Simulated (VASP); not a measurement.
# ZnS (F-43m) in VASP: relaxation of cell and atoms with PBEsol

Aim: the relaxation of cell and atoms of ZnS with PBEsol.

Program: VASP 6.6.1. These are calculated values, not measurements. Logs are shortened: lines on timing, memory, paths and dates and some standing lists are left out, and cuts for length are marked.

**1. The cell of the first run**

It takes space group F-43m (No. 216, cubic). The conventional cell has a = 5.357 Å, b = 5.357 Å, c = 5.357 Å, α = 90.00°, β = 90.00°, γ = 90.00°. Zn (site symmetry -43m) has 4 S at 2.32 Å within 3.1 Å. S (site symmetry -43m) has 4 Zn at 2.32 Å within 3.1 Å.

**2. Relaxation of cell and atoms, PBEsol, target pressure 6 GPa, at which the enthalpy is minimised**

Contents of INCAR:

```
ALGO = Normal
EDIFF = 1E-6
EDIFFG = -0.001
ENCUT = 600
GGA = PS
IBRION = 2
ISIF = 3
ISMEAR = 0
LASPH = T
LCHARG = F
LREAL = F
LWAVE = F
NELM = 60
NSW = 80
PREC = Accurate
PSTRESS = 60.0
SIGMA = 0.01
```

Contents of KPOINTS:

```
k-points
0
Gamma
  10 10 10
```

Contents of POSCAR:

```
ZnS
1.0
    0.0000000000      2.6782590751      2.6782590751
    2.6782590751      0.0000000000      2.6782590751
    2.6782590751      2.6782590751      0.0000000000
Zn S
1 1
Direct
    0.0000000000      0.0000000000      0.0000000000
    0.7500000000      0.7500000000      0.7500000000
```

Potentials or basis: VASP PAW PBE potentials, release 64 (Zn, S).

Started as:

```sh
> cat potpaw_PBE.64/Zn/POTCAR potpaw_PBE.64/S/POTCAR > POTCAR
> mpirun -np 1 vasp_std > vasp.out
```

OUTCAR:

```text
EDIFF = 1E-6
   EDIFFG = -0.001
   ENCUT = 600
   GGA = PS
   IBRION = 2
   ISIF = 3
   ISMEAR = 0
   LASPH = T
   LREAL = F
   NELM = 60
   NSW = 80
   PREC = Accurate
   PSTRESS = 60.0

 ion  position               nearest neighbor table
   1  0.000  0.000  0.000-   2 2.32   2 2.32   2 2.32   2 2.32
   2  0.750  0.750  0.750-   1 2.32   1 2.32   1 2.32   1 2.32

  LATTYP: Found a face centered cubic cell.
 ALAT       =     5.3565181502

  Lattice vectors:

 A1 = (   0.0000000000,   2.6782590751,   2.6782590751)
 A2 = (   2.6782590751,   0.0000000000,   2.6782590751)
 A3 = (   2.6782590751,   2.6782590751,   0.0000000000)

Analysis of symmetry for initial positions (statically):
=====================================================================
 Subroutine PRICEL returns:
 Original cell was already a primitive cell.

 Routine SETGRP: Setting up the symmetry group for a
 face centered cubic supercell.

 Subroutine GETGRP returns: Found 24 space group operations
 (whereof 24 operations were pure point group operations)
 out of a pool of 48 trial point group operations.

The static configuration has the point symmetry T_d .

Analysis of symmetry for dynamics (positions and initial velocities):
=====================================================================
 Subroutine PRICEL returns:
 Original cell was already a primitive cell.

 Routine SETGRP: Setting up the symmetry group for a
 face centered cubic supercell.

 Subroutine GETGRP returns: Found 24 space group operations
 (whereof 24 operations were pure point group operations)
 out of a pool of 48 trial point group operations.

The dynamic configuration has the point symmetry T_d .

 Subroutine INISYM returns: Found 24 space group operations
 (whereof 24 operations are pure point group operations),
 and found     1 'primitive' translations

----------------------------------------------------------------------------------------

                                     Primitive cell

  volume of cell :      38.4227

  direct lattice vectors                    reciprocal lattice vectors
     0.000000000  2.678259075  2.678259075    -0.186688437  0.186688437  0.186688437
     2.678259075  0.000000000  2.678259075     0.186688437 -0.186688437  0.186688437
     2.678259075  2.678259075  0.000000000     0.186688437  0.186688437 -0.186688437

  length of vectors
     3.787630308  3.787630308  3.787630308     0.323353858  0.323353858  0.323353858

  position of ions in fractional coordinates (direct lattice)
     0.000000000  0.000000000  0.000000000
     0.750000000  0.750000000  0.750000000

  ion indices of the primitive-cell ions
   primitive index   ion index
                 1           1
                 2           2

----------------------------------------------------------------------------------------

 KPOINTS: k-points

Automatic generation of k-mesh.
 Grid dimensions read from file:
 generate k-points for:   10   10   10

 Generating k-lattice:

  Cartesian coordinates                     Fractional coordinates (reciprocal lattice)
    -0.018668844  0.018668844  0.018668844     0.100000000  0.000000000  0.000000000
     0.018668844 -0.018668844  0.018668844     0.000000000  0.100000000  0.000000000
     0.018668844  0.018668844 -0.018668844     0.000000000  0.000000000  0.100000000

  Length of vectors
     0.032335386  0.032335386  0.032335386

  Shift w.r.t. Gamma in fractional coordinates (k-lattice)
     0.000000000  0.000000000  0.000000000

 Subroutine IBZKPT returns following result:
 ===========================================

 Found     47 irreducible k-points:

 Following reciprocal coordinates:
            Coordinates               Weight
  0.000000  0.000000  0.000000      1.000000
  0.100000  0.000000  0.000000      8.000000
  0.200000  0.000000  0.000000      8.000000
  0.300000  0.000000  0.000000      8.000000
  0.400000  0.000000  0.000000      8.000000
  0.500000  0.000000  0.000000      4.000000
[... 16 lines left out ...]
  0.300000  0.300000  0.000000      6.000000
  0.400000  0.300000  0.000000     24.000000
 [... further k-points ...]
   k-points           NKPTS =     47   k-points in BZ     NKDIM =     47   number of bands    NBANDS=     13
   number of dos      NEDOS =    301   number of ions     NIONS =      2
   total plane-waves  NPLWV =  27000
   dimension x,y,z NGX =    30 NGY =   30 NGZ =   30
   dimension x,y,z NGXF=    60 NGYF=   60 NGZF=   60
   ions per type =               1   1
   NGX,Y,Z   is equivalent  to a cutoff of  13.17, 13.17, 13.17 a.u.
   NGXF,Y,Z  is equivalent  to a cutoff of  26.34, 26.34, 26.34 a.u.
 SYSTEM =  unknown system
   PREC   = accura    normal or accurate (medium, high low for compatibility)
   ISTART =      0    job   : 0-new  1-cont  2-samecut
   ICHARG =      2    charge: 1-file 2-atom 10-const
   ISPIN  =      1    spin polarized calculation?
   LNONCOLLINEAR =      F non collinear calculations
   LSORBIT =      F    spin-orbit coupling
   LASPH  =      T    aspherical Exc in radial PAW
   ENCUT  =  600.0 eV  44.10 Ry    6.64 a.u.   7.56  7.56  7.56*2*pi/ulx,y,z
   NELM   =     60;   NELMIN=  2; NELMDL= -5     # of ELM steps
   EDIFF  = 0.1E-05   stopping-criterion for ELM
   LREAL  =      F    real-space projection
   EDIFFG = -.1E-02   stopping-criterion for IOM
   NSW    =     80    number of steps for IOM
   IBRION =      2    ionic relax: 0-MD 1-quasi-New 2-CG
   NFREE  =      1    steps in history (QN), initial steepest desc. (CG)
   ISIF   =      3    stress and relaxation
   ISYM   =      2    0-nonsym 1-usesym 2-fastsym
   POTIM  = 0.5000    time-step for ionic-motion
   TEBEG  =    0.0;   TEEND  =   0.0 temperature during run
   PSTRESS=   60.0 pullay stress
   NELECT =      18.0000    total number of electrons
   NUPDOWN=      -1.0000    fix difference up-down
   EMIN   =  10.00;   EMAX   =-10.00  energy-range for DOS
   EFERMI =   0.00;   METHOD = LEGACY
   ISMEAR =     0;   SIGMA  =   0.01  broadening in eV -4-tet -1-fermi 0-gaus
   EFERMI_NEDOS =   21; number of points for ismear=-14 and -15
   IALGO  =     38    algorithm
   IMIX   =      4    mixing-type and parameters
     AMIX     =   0.40;   BMIX     =  1.00
     AMIX_MAG =   1.60;   BMIX_MAG =  1.00
  volume/ion in A,a.u.               =      19.21       129.64
  Fermi-wavevector in a.u.,A,eV,Ry     =   1.271461  2.402713 21.995360  1.616613
  Thomas-Fermi vector in A             =   2.404393
   LORBIT       =      0    0 simple, 1 ext, 2 COOP (PROOUT), +10 PAW based schemes
   GGA     = PS    functional components
   LHFCALC =     F    Hartree Fock is set to
   AEXX    =    0.0000 exact exchange contribution
   IVDW    =     0    specifies the selected vdW correction
   LEPSILON=     F    determine dielectric tensor
   LRPA    =     F    only Hartree local field effects (RPA)
 conjugate gradient relaxation of ions
 non-spin polarized calculation
 Gauss-broadening in eV      SIGMA  =   0.01
  energy-cutoff  :      600.00
  volume of cell :       38.42
 maximum number of plane-waves:      1307
   NGX = 15   NGY = 15   NGZ = 15

--------------------------------------- Ionic step        1  -------------------------------------------

 number of electron      18.0000010 magnetization

 Free energy of the ion-electron system (eV)
  ---------------------------------------------------
  ext. energy  EPLUGINS =         0.00000000
  ---------------------------------------------------
  free energy    TOTEN  =        -7.58904921 eV

  energy without entropy =       -7.58904921  energy(sigma->0) =       -7.58904921

 E-fermi :   2.3724     XC(G=0):  -9.9748

 val. band max:        2.2634020829   @ k =   0.0000   0.0000   0.0000
 cond. band min:       4.3564202230   @ k =   0.0000   0.0000   0.0000
 fundamental gap:      2.0930181401
 Fermi energy:         2.3723519274

 k-point     1 :       0.0000    0.0000    0.0000
  band No.  band energies     occupation
      1     -11.0808      2.00000
      2      -4.2195      2.00000
      3      -4.2195      2.00000
      4      -4.2195      2.00000
      5      -3.6885      2.00000
      6      -3.6885      2.00000
      7       2.2634      2.00000
      8       2.2634      2.00000
      9       2.2634      2.00000
     10       4.3564      0.00000
     11       8.5522      0.00000
     12       8.5522      0.00000
     13       8.5522      0.00000
[... 353 lines left out ...]
 k-point    24 :       0.4000    0.3000    0.0000
  band No.  band energies     occupation
      1     -10.0536      2.00000
      2      -4.2654      2.00000
      3      -3.9592      2.00000
      4      -3.9513      2.00000
      5      -3.6684      2.00000
      6      -3.6269      2.00000
      7      -1.5983      2.00000
      8       0.1617      2.00000
      9       0.3855      2.00000
     10       6.1373      0.00000
     11       6.8950      0.00000
     12      11.0128      0.00000
     13      11.9956      0.00000

 [... further k-points ...]

------------------------ aborting loop because EDIFF is reached ----------------------------------------

  FORCE on cell =-STRESS in cart. coord.  units (eV):
  Direction    XX          YY          ZZ          XY          YZ          ZX
  --------------------------------------------------------------------------------------
  -------------------------------------------------------------------------------------
  Total        0.0552261      0.0552261      0.0552261      0.0000000     -0.0000000     -0.0000000
  in kB        2.3028599      2.3028599      2.3028599      0.0000000     -0.0000000     -0.0000000
  external PRESSURE =     -57.6971401 kB  Pullay stress =      60.0000000 kB
[... 251 lines left out ...]
  enthalpy is  TOTEN    =        -6.1952868295 eV   P V=        1.3502368203

--------------------------------------- Ionic step        8  -------------------------------------------

 number of electron      17.9999986 magnetization

 Free energy of the ion-electron system (eV)
  ---------------------------------------------------
  ext. energy  EPLUGINS =         0.00000000
  ---------------------------------------------------
  free energy    TOTEN  =        -7.54558598 eV

  energy without entropy =       -7.54558598  energy(sigma->0) =       -7.54558598

 E-fermi :   3.0126     XC(G=0): -10.2784

 val. band max:        2.9000990077   @ k =   0.0000   0.0000   0.0000
 cond. band min:       5.2764222093   @ k =   0.0000   0.0000   0.0000
 fundamental gap:      2.3763232016
 Fermi energy:         3.0126169604

 k-point     1 :       0.0000    0.0000    0.0000
  band No.  band energies     occupation
      1     -10.9303      2.00000
      2      -3.8842      2.00000
      3      -3.8842      2.00000
      4      -3.8842      2.00000
      5      -3.2731      2.00000
      6      -3.2731      2.00000
      7       2.9001      2.00000
      8       2.9001      2.00000
      9       2.9001      2.00000
     10       5.2764      0.00000
     11       9.1273      0.00000
     12       9.1273      0.00000
     13       9.1273      0.00000
[... 353 lines left out ...]
 k-point    24 :       0.4000    0.3000    0.0000
  band No.  band energies     occupation
      1      -9.7755      2.00000
      2      -3.9832      2.00000
      3      -3.5880      2.00000
      4      -3.5815      2.00000
      5      -3.2600      2.00000
      6      -3.2002      2.00000
      7      -1.1348      2.00000
      8       0.5783      2.00000
      9       0.8206      2.00000
     10       6.6587      0.00000
     11       7.5815      0.00000
     12      11.8730      0.00000
     13      12.8147      0.00000

 [... further k-points ...]

------------------------ aborting loop because EDIFF is reached ----------------------------------------

  FORCE on cell =-STRESS in cart. coord.  units (eV):
  Direction    XX          YY          ZZ          XY          YZ          ZX
  --------------------------------------------------------------------------------------
  -------------------------------------------------------------------------------------
  Total        1.3503935      1.3503935      1.3503935      0.0000000     -0.0000000     -0.0000000
  in kB       60.0042042     60.0042042     60.0042042      0.0000000     -0.0000000     -0.0000000
  external PRESSURE =       0.0042042 kB  Pullay stress =      60.0000000 kB
[... 17 lines left out ...]
  FREE ENERGIE OF THE ION-ELECTRON SYSTEM (eV)
  ---------------------------------------------------
  free  energy   TOTEN  =        -7.5455859793 eV

  energy  without entropy=       -7.5455859793  energy(sigma->0) =       -7.54558598

  enthalpy is  TOTEN    =        -6.1952870890 eV   P V=        1.3502988903

 reached required accuracy - stopping structural energy minimisation
```

Run time: 2.4 min. Hardware: 1 thread of Intel Xeon 8259CL, shared host; peak memory 0.19 GiB.

Results:

```yaml
Free_energy: -7.5456 eV
Relaxed_volume: 18.03 Å³/atom
Relaxed_cell: a = 3.708 Å, b = 3.708 Å, c = 3.708 Å, α = 60.00°, β = 60.00°, γ = 60.00°
Space_group_after_relaxing_to_0.1_Å: F-43m (No. 216)
Energy_change_on_relaxing_the_run_minimises_the_enthalpy: +21.7 meV/atom
Ionic_steps: 8
Pressure_after_relaxing: 6.0 GPa
Band_gap_on_the_k_mesh: 2.38 eV
```

Step by step:
| step | energy change (eV) | largest force (eV/Å) | pressure (GPa) | volume (Å³) |
| --- | --- | --- | --- | --- |
| 1 | 0.0000 | 0.0000 | 0.23 | 38.42 |
| 2 | 0.1120 | 0.0000 | 10.15 | 34.70 |
| 3 | 0.0430 | 0.0000 | 5.98 | 36.07 |
| 4 | 0.0448 | 0.0000 | 6.17 | 36.02 |
| 5 | 0.0412 | 0.0000 | 5.86 | 36.12 |
| 6 | 0.0434 | 0.0000 | 5.98 | 36.06 |
| 7 | 0.0435 | 0.0000 | 6.02 | 36.06 |
| 8 | 0.0435 | 0.0000 | 6.00 | 36.06 |

Final structure:
```
Zn S
1.0
     0.00000    2.62212    2.62212
     2.62212    0.00000    2.62212
     2.62212    2.62212    0.00000
Zn S
1 1
Direct
  0.00000 0.00000 0.00000
  0.75000 0.75000 0.75000
```

Caveat: the cell is relaxed towards a set pressure, so the run minimises the enthalpy, not the energy; the PAW data sets were made with another functional, which shifts forces and pressure a little.
